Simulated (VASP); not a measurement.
# ZnO (lda) (P6_3mc) in VASP: a series of runs

The runs below take ZnO (lda) through relaxation of cell and atoms, single point, with LDA.

Program: VASP 6.6.1. These are calculated values, not measurements. Logs are shortened: lines on timing, memory, paths and dates and some standing lists are left out, and cuts for length are marked.

**Measured values to compare with.**

From “Electronic structure of alkaline earth and post-transition metal oxides”, 2009, arxiv:0908.1581, for a bulk crystal of ZnO: band gap 3.37 eV.

The runs below are set against these values where they give the same quantity.

### Step 1. The cell of the first run

The structure is hexagonal, space group P6_3mc (No. 186). The conventional cell has a = 3.249 Å, b = 3.249 Å, c = 5.204 Å, α = 90.00°, β = 90.00°, γ = 120.00°. Zn (site symmetry 3m) has 4 O at 1.97 to 1.99 Å within 2.6 Å. Within 2.6 Å of O (site symmetry 3m) lie 4 Zn at 1.97 to 1.99 Å.

### Step 2. Relaxation of cell and atoms, LDA

Input file INCAR:

```
PREC = Accurate
ENCUT = 600
EDIFF = 1E-6
ISMEAR = 0
SIGMA = 0.02
LREAL = F
LASPH = T
NELM = 80
ALGO = Normal
ISIF = 3
LWAVE = F
LCHARG = F
IBRION = 2
NSW = 100
EDIFFG = -0.002
```

Input file KPOINTS:

```
regular mesh
0
Gamma
  9 9 6
```

Input file POSCAR:

```
ZnO
1.0
    3.2494000000      0.0000000000      0.0000000000
   -1.6247000000      2.8140629500      0.0000000000
    0.0000000000      0.0000000000      5.2038000000
Zn O
2 2
Direct
    0.3333333300      0.6666666700      0.0000000000
    0.6666666700      0.3333333300      0.5000000000
    0.3333333300      0.6666666700      0.3830000000
    0.6666666700      0.3333333300      0.8830000000
```

Potentials or basis: VASP PAW LDA potentials, release 64 (Zn, O).

The run is started by

```bash
$ cat potpaw_LDA.64/Zn/POTCAR potpaw_LDA.64/O/POTCAR > POTCAR
$ mpirun -np 1 vasp_std > vasp.out
```

OUTCAR:

```text
PREC = Accurate
   ENCUT = 600
   EDIFF = 1E-6
   ISMEAR = 0
   LREAL = F
   LASPH = T
   NELM = 80
   ISIF = 3
   IBRION = 2
   NSW = 100
   EDIFFG = -0.002

 ion  position               nearest neighbor table
   1  0.333  0.667  0.000-   4 1.97   4 1.97   4 1.97   3 1.99
   2  0.667  0.333  0.500-   3 1.97   3 1.97   3 1.97   4 1.99
   3  0.333  0.667  0.383-   2 1.97   2 1.97   2 1.97   1 1.99
   4  0.667  0.333  0.883-   1 1.97   1 1.97   1 1.97   2 1.99

  LATTYP: Found a hexagonal cell.
 ALAT       =     3.2494000000
 C/A-ratio  =     1.6014648858

  Lattice vectors:

 A1 = (   3.2494000000,   0.0000000000,   0.0000000000)
 A2 = (  -1.6247000000,   2.8140629500,   0.0000000000)
 A3 = (   0.0000000000,   0.0000000000,   5.2038000000)

Analysis of symmetry for initial positions (statically):
=====================================================================
 Subroutine PRICEL returns:
 Original cell was already a primitive cell.

 Routine SETGRP: Setting up the symmetry group for a
 hexagonal supercell.

 Subroutine GETGRP returns: Found 12 space group operations
 (whereof  6 operations were pure point group operations)
 out of a pool of 24 trial point group operations.

The static configuration has the point symmetry C_3v.
 The point group associated with its full space group is C_6v.

Analysis of symmetry for dynamics (positions and initial velocities):
=====================================================================
 Subroutine PRICEL returns:
 Original cell was already a primitive cell.

 Routine SETGRP: Setting up the symmetry group for a
 hexagonal supercell.

 Subroutine GETGRP returns: Found 12 space group operations
 (whereof  6 operations were pure point group operations)
 out of a pool of 24 trial point group operations.

The dynamic configuration has the point symmetry C_3v.
 The point group associated with its full space group is C_6v.

 Subroutine INISYM returns: Found 12 space group operations
 (whereof  6 operations are pure point group operations),
 and found     1 'primitive' translations

----------------------------------------------------------------------------------------

                                     Primitive cell

  volume of cell :      47.5836

  direct lattice vectors                    reciprocal lattice vectors
     3.249400000  0.000000000  0.000000000     0.307749123  0.177679039  0.000000000
    -1.624700000  2.814062950  0.000000000     0.000000000  0.355358078  0.000000000
     0.000000000  0.000000000  5.203800000     0.000000000  0.000000000  0.192167262

  length of vectors
     3.249400000  3.249400003  5.203800000     0.355358078  0.355358078  0.192167262

  position of ions in fractional coordinates (direct lattice)
     0.333333330  0.666666670  0.000000000
     0.666666670  0.333333330  0.500000000
     0.333333330  0.666666670  0.383000000
     0.666666670  0.333333330  0.883000000

  ion indices of the primitive-cell ions
   primitive index   ion index
                 1           1
                 2           2
                 3           3
                 4           4

----------------------------------------------------------------------------------------

 KPOINTS: regular mesh

Automatic generation of k-mesh.
 Grid dimensions read from file:
 generate k-points for:    9    9    6

 Generating k-lattice:

  Cartesian coordinates                     Fractional coordinates (reciprocal lattice)
     0.034194347  0.019742115  0.000000000     0.111111111  0.000000000  0.000000000
     0.000000000  0.039484231  0.000000000     0.000000000  0.111111111  0.000000000
     0.000000000  0.000000000  0.032027877     0.000000000  0.000000000  0.166666667

  Length of vectors
     0.039484231  0.039484231  0.032027877

  Shift w.r.t. Gamma in fractional coordinates (k-lattice)
     0.000000000  0.000000000  0.000000000

 Subroutine IBZKPT returns following result:
 ===========================================

 Found     48 irreducible k-points:

 Following reciprocal coordinates:
            Coordinates               Weight
  0.000000  0.000000  0.000000      1.000000
  0.111111  0.000000  0.000000      6.000000
  0.222222  0.000000  0.000000      6.000000
  0.333333  0.000000  0.000000      6.000000
  0.444444  0.000000  0.000000      6.000000
  0.111111  0.111111  0.000000      6.000000
[... 16 lines left out ...]
  0.333333  0.222222  0.166667     24.000000
  0.333333  0.333333  0.166667      4.000000
 [... further k-points ...]
   k-points           NKPTS =     48   k-points in BZ     NKDIM =     48   number of bands    NBANDS=     22
   number of dos      NEDOS =    301   number of ions     NIONS =      4
   total plane-waves  NPLWV =  32928
   dimension x,y,z NGX =    28 NGY =   28 NGZ =   42
   dimension x,y,z NGXF=    56 NGYF=   56 NGZF=   84
   ions per type =               2   2
   NGX,Y,Z   is equivalent  to a cutoff of  14.33, 14.33, 13.42 a.u.
   NGXF,Y,Z  is equivalent  to a cutoff of  28.65, 28.65, 26.84 a.u.
 SYSTEM =  unknown system
   PREC   = accura    normal or accurate (medium, high low for compatibility)
   ISTART =      0    job   : 0-new  1-cont  2-samecut
   ICHARG =      2    charge: 1-file 2-atom 10-const
   ISPIN  =      1    spin polarized calculation?
   LNONCOLLINEAR =      F non collinear calculations
   LSORBIT =      F    spin-orbit coupling
   LASPH  =      T    aspherical Exc in radial PAW
   ENCUT  =  600.0 eV  44.10 Ry    6.64 a.u.   6.49  6.49 10.39*2*pi/ulx,y,z
   NELM   =     80;   NELMIN=  2; NELMDL= -5     # of ELM steps
   EDIFF  = 0.1E-05   stopping-criterion for ELM
   LREAL  =      F    real-space projection
   EDIFFG = -.2E-02   stopping-criterion for IOM
   NSW    =    100    number of steps for IOM
   IBRION =      2    ionic relax: 0-MD 1-quasi-New 2-CG
   NFREE  =      1    steps in history (QN), initial steepest desc. (CG)
   ISIF   =      3    stress and relaxation
   ISYM   =      2    0-nonsym 1-usesym 2-fastsym
   POTIM  = 0.5000    time-step for ionic-motion
   TEBEG  =    0.0;   TEEND  =   0.0 temperature during run
   PSTRESS=    0.0 pullay stress
   NELECT =      36.0000    total number of electrons
   NUPDOWN=      -1.0000    fix difference up-down
   EMIN   =  10.00;   EMAX   =-10.00  energy-range for DOS
   EFERMI =   0.00;   METHOD = LEGACY
   ISMEAR =     0;   SIGMA  =   0.02  broadening in eV -4-tet -1-fermi 0-gaus
   EFERMI_NEDOS =   21; number of points for ismear=-14 and -15
   IALGO  =     38    algorithm
   IMIX   =      4    mixing-type and parameters
     AMIX     =   0.40;   BMIX     =  1.00
     AMIX_MAG =   1.60;   BMIX_MAG =  1.00
  volume/ion in A,a.u.               =      11.90        80.28
  Fermi-wavevector in a.u.,A,eV,Ry     =   1.491729  2.818958 30.276420  2.225254
  Thomas-Fermi vector in A             =   2.604347
   LORBIT       =      0    0 simple, 1 ext, 2 COOP (PROOUT), +10 PAW based schemes
   GGA     = CA    functional components
   LHFCALC =     F    Hartree Fock is set to
   AEXX    =    0.0000 exact exchange contribution
   IVDW    =     0    specifies the selected vdW correction
   LEPSILON=     F    determine dielectric tensor
   LRPA    =     F    only Hartree local field effects (RPA)
 conjugate gradient relaxation of ions
 non-spin polarized calculation
 Gauss-broadening in eV      SIGMA  =   0.02
  energy-cutoff  :      600.00
  volume of cell :       47.58
 maximum number of plane-waves:      1617
 NGX is ok and might be reduce to    28
   NGX = 13   NGY = 13   NGZ = 21

--------------------------------------- Ionic step        1  -------------------------------------------

 number of electron      36.0000008 magnetization

 Free energy of the ion-electron system (eV)
  ---------------------------------------------------
  ext. energy  EPLUGINS =         0.00000000
  ---------------------------------------------------
  free energy    TOTEN  =       -21.12630675 eV

  energy without entropy =      -21.12630675  energy(sigma->0) =      -21.12630675

------------------------ aborting loop because EDIFF is reached ----------------------------------------

  FORCE on cell =-STRESS in cart. coord.  units (eV):
  Direction    XX          YY          ZZ          XY          YZ          ZX
  --------------------------------------------------------------------------------------
  -------------------------------------------------------------------------------------
  Total       -1.8709801     -1.8709801     -1.7964515      0.0000000      0.0000000      0.0000000
  in kB      -62.9973337    -62.9973338    -60.4878974      0.0000000      0.0000000      0.0000000
  external PRESSURE =     -62.1608550 kB  Pullay stress =       0.0000000 kB
[... 95 lines left out ...]
  FREE ENERGIE OF THE ION-ELECTRON SYSTEM (eV)
  ---------------------------------------------------
  free  energy   TOTEN  =       -21.1664893756 eV

  energy  without entropy=      -21.1664893756  energy(sigma->0) =      -21.16648938

[... ionic steps 4 to 12 ...]

--------------------------------------- Ionic step       13  -------------------------------------------

 number of electron      35.9999995 magnetization

------------------------ aborting loop because EDIFF is reached ----------------------------------------

  FORCE on cell =-STRESS in cart. coord.  units (eV):
  Direction    XX          YY          ZZ          XY          YZ          ZX
  --------------------------------------------------------------------------------------
  -------------------------------------------------------------------------------------
  Total       -0.0271367     -0.0271367     -0.0328570      0.0000000     -0.0000000      0.0000000
  in kB       -0.9529438     -0.9529438     -1.1538208      0.0000000     -0.0000000      0.0000000
  external PRESSURE =      -1.0199028 kB  Pullay stress =       0.0000000 kB
[... 61 lines left out ...]
  energy  without entropy=      -21.1677137727  energy(sigma->0) =      -21.16771377

--------------------------------------- Ionic step       15  -------------------------------------------

 number of electron      35.9999995 magnetization

 Free energy of the ion-electron system (eV)
  ---------------------------------------------------
  ext. energy  EPLUGINS =         0.00000000
  ---------------------------------------------------
  free energy    TOTEN  =       -21.16771381 eV

  energy without entropy =      -21.16771381  energy(sigma->0) =      -21.16771381

 E-fermi :   1.4248     XC(G=0): -11.6911

 val. band max:        1.2863772499   @ k =   0.0000   0.0000   0.0000
 cond. band min:       2.0869243843   @ k =   0.0000   0.0000   0.0000
 fundamental gap:      0.8005471344
 Fermi energy:         1.4248473416

 k-point     1 :       0.0000    0.0000    0.0000
  band No.  band energies     occupation
      1     -16.8815      2.00000
      2     -16.0493      2.00000
      3      -4.7845      2.00000
      4      -4.7101      2.00000
      5      -4.7101      2.00000
      6      -4.6725      2.00000
[... 574 lines left out ...]
      6      -4.1435      2.00000
[... 14 lines left out ...]
     21       9.1621      0.00000
     22       9.3675      0.00000

 [... further k-points ...]

------------------------ aborting loop because EDIFF is reached ----------------------------------------

  FORCE on cell =-STRESS in cart. coord.  units (eV):
  Direction    XX          YY          ZZ          XY          YZ          ZX
  --------------------------------------------------------------------------------------
  -------------------------------------------------------------------------------------
  Total        0.0061850      0.0061850      0.0005790      0.0000000      0.0000000     -0.0000000
  in kB        0.2172528      0.2172528      0.0203381      0.0000000      0.0000000     -0.0000000
  external PRESSURE =       0.1516146 kB  Pullay stress =       0.0000000 kB
[... 19 lines left out ...]
  FREE ENERGIE OF THE ION-ELECTRON SYSTEM (eV)
  ---------------------------------------------------
  free  energy   TOTEN  =       -21.1677138106 eV

  energy  without entropy=      -21.1677138106  energy(sigma->0) =      -21.16771381

 reached required accuracy - stopping structural energy minimisation
```

Run time: 4.1 min. Hardware: 1 thread of Intel Xeon Platinum 8559C (Emerald Rapids), shared host; peak memory 0.19 GiB.

What came out:

| Property | Result |
| --- | --- |
| Free energy | -21.1677 eV |
| Relaxed volume | 11.40 Å³/atom |
| Relaxed cell | a = 3.194 Å, b = 3.194 Å, c = 5.163 Å, α = 90.00°, β = 90.00°, γ = 120.00° |
| Space group after relaxing (to 0.05 Å) | P6_3mc (No. 186) |
| Energy gained by relaxing | 10.4 meV/atom |
| Ionic steps | 15 |
| Pressure after relaxing | 0.0 GPa |
| Band gap on the k mesh | 0.80 eV, direct |

Step by step:
```
step  energy change (eV)  largest force (eV/Å)  pressure (GPa)  volume (Å³)
   1              0.0000                0.0676           -6.22        47.58
   2             -0.0254                0.0402            4.49        44.48
   3             -0.0402                0.0524            0.06        45.60
   4             -0.0402                0.0525           -0.06        45.64
   5             -0.0406                0.0270           -0.10        45.65
   6             -0.0408                0.0152           -0.11        45.65
   7             -0.0411                0.0110           -0.04        45.63
   8             -0.0414                0.0011            0.21        45.57
   9             -0.0414                0.0007            0.09        45.58
  10             -0.0414                0.0002            0.11        45.58
  11             -0.0414                0.0014            0.06        45.61
  12             -0.0414                0.0028           -0.06        45.64
  13             -0.0414                0.0015           -0.10        45.62
  14             -0.0414                0.0016           -0.03        45.61
  15             -0.0414                0.0017            0.02        45.61
```

Final structure:
```
Zn O
1.0
     3.19381    0.00000    0.00000
    -1.59691    2.76592    0.00000
     0.00000    0.00000    5.16341
Zn O
2 2
Direct
  0.33333 0.66667 0.00228
  0.66667 0.33333 0.50228
  0.33333 0.66667 0.38072
  0.66667 0.33333 0.88072
```

Levels at points of the mesh, in eV from the valence-band top:
```tsv
k point	band 16	band 17	band 18	band 19	band 20	band 21
(0.00, 0.00, 0.00)	-0.10	0.00	0.00	0.80	5.27	8.18
(0.00, 0.00, 0.50)	-0.42	-0.42	-0.42	3.48	3.48	10.03
```

LDA usually gives volumes a few per cent too small. Zero-point motion and thermal expansion aren't in these numbers.

### Step 3. Single point, LDA

This run uses another cell than the first one, of 11.33 Å³/atom, 0.953 times its volume.

Input file INCAR:

```
PREC = Accurate ; ENCUT = 520
EDIFF = 1E-6 ; ISMEAR = 0
SIGMA = 0.02 ; LREAL = False
LASPH = True ; NELM = 80
ALGO = Normal ; ISIF = 2
LWAVE = False ; LCHARG = False
NBANDS = 26
```

Input file KPOINTS:

```
Automatic mesh
0
Gamma
  9 9 6
```

Input file POSCAR:

```
ZnO
1.0
    3.1873714379      0.0000000000      0.0000000000
   -1.5936857189      2.7603446365      0.0000000000
    0.0000000000      0.0000000000      5.1527903668
Zn O
2 2
Direct
    0.3333333333      0.6666666667      0.0022836167
    0.6666666667      0.3333333333      0.5022836167
    0.3333333333      0.6666666667      0.3807163833
    0.6666666667      0.3333333333      0.8807163833
```

Potentials or basis: VASP PAW LDA potentials, release 64 (Zn, O).

The run is started by

```bash
$ cat potpaw_LDA.64/Zn/POTCAR potpaw_LDA.64/O/POTCAR > POTCAR
$ mpirun -np 1 vasp_std > vasp.out
```

Run time: 44 s. Hardware: 1 thread of AMD EPYC 7R13 (Zen 3), shared host; peak memory 0.14 GiB.

Results (log left out):

| Property | Result |
| --- | --- |
| Free energy | -21.1568 eV |
| Pressure | 1.1 GPa |
| Band gap on the k mesh | 0.81 eV, direct |

Levels at points of the mesh, in eV from the valence-band top:
```csv
k point,band 15,band 16,band 17,band 18,band 19,band 20,band 21,band 22
"(0.00, 0.00, 0.00)",-0.86,-0.10,0.00,0.00,0.81,5.29,8.20,12.96
"(0.00, 0.00, 0.50)",-0.43,-0.43,-0.43,-0.43,3.49,3.49,10.05,10.05
```

### Step 4. Comparison with measurements

Step 3. Measured gap of ZnO: 3.37 eV (quoted in “Electronic structure of alkaline earth and post-transition metal oxides”, 2009, arxiv:0908.1581). This calculation gives 0.81 eV (-2.56 eV). So large a miss can be the level of theory's own, or it may mean another phase, state or a wrong row. The value is that of LDA, without temperature or zero-point motion. Semilocal functionals fall short of measured gaps as a rule.
